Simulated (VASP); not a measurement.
Hf2SeS3:

```
CELL_PARAMETERS angstrom
8.18218 0.00000 0.00000
-4.09109 7.08598 0.00000
0.00000 0.00000 3.43725
ATOMIC_POSITIONS crystal
Hf 0.33333 0.66667 0.50000
Hf 0.66667 0.33333 0.50000
Se 0.00000 0.00000 0.00000
S 0.50000 0.00000 0.50000
S 0.00000 0.50000 0.50000
S 0.50000 0.50000 0.50000
```

The cell was generated, and may not be a known phase.

- Program: VASP 6.6.1
- Task: relaxation of cell and atoms
- Functional: PBE
- Potentials or basis: VASP PAW PBE potentials, release 64 (Hf_pv, Se, S)
- Cutoff: 600 eV
- k mesh: 3 × 3 × 6
- Occupations: gaussian, width 0.1 eV
- Spin: no spin polarisation

At the start: pressure -0.2 GPa; volume 33.21 Å³/atom.

Q: Where does the relaxation end?

A: Over 5 steps the energy falls by 2.5 meV/atom and the volume is 32.61 Å³/atom (-1.8 %); space group P6/mmm (No. 191, to 0.1 Å) before and after.

Step by step:
```csv
step,energy change (eV),largest force (eV/Å),pressure (GPa),volume (Å³)
1,0.0000,0.0000,-0.19,199.29
2,-0.0114,0.0000,-0.38,198.13
3,-0.0125,0.0000,-0.45,197.66
4,-0.0137,0.0000,0.35,194.23
5,-0.0151,0.0000,0.01,195.66
```

Final structure:
```
CELL_PARAMETERS angstrom
8.19257 0.00000 0.00000
-4.09628 7.09497 0.00000
0.00000 0.00000 3.36615
ATOMIC_POSITIONS crystal
Hf 0.33333 0.66667 0.50000
Hf 0.66667 0.33333 0.50000
Se 0.00000 0.00000 0.00000
S 0.50000 0.00000 0.50000
S 0.00000 0.50000 0.50000
S 0.50000 0.50000 0.50000
```
